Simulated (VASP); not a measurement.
Input of a VASP 6.6.1 run:

The input INCAR:

```
  PREC = Accurate
  ENCUT = 520
  EDIFF = 1E-6
  ISMEAR = -1
  SIGMA = 0.08
  LREAL = F
  LASPH = T
  NELM = 80
  ALGO = Normal
  ISIF = 2
  LWAVE = F
  LCHARG = F
  GGA = PE
  NBANDS = 21
```

Contents of KPOINTS:

```
Automatic mesh
0
Gamma
  11 11 11
```

POSCAR

```
Zn2C
1.0
    0.0000000000      2.6044255410      2.6044255410
    2.6044255410      0.0000000000      2.6044255410
    2.6044255410      2.6044255410      0.0000000000
C Zn
1 2
Direct
    0.0000000000      0.0000000000      0.0000000000
    0.2500000000      0.2500000000      0.2500000000
    0.7500000000      0.7500000000      0.7500000000
```

Potentials or basis: VASP PAW PBE potentials, release 64 (C, Zn).

Command:

```sh
$ cat potpaw_PBE.64/C/POTCAR potpaw_PBE.64/Zn/POTCAR > POTCAR
$ mpirun -np 1 vasp_std > vasp.out
```

Question: What does it give for the band gap on the k mesh?

Answer: Zero (filled and empty bands touch).

Question: Estimate the pressure.

Answer: 0.6 GPa.
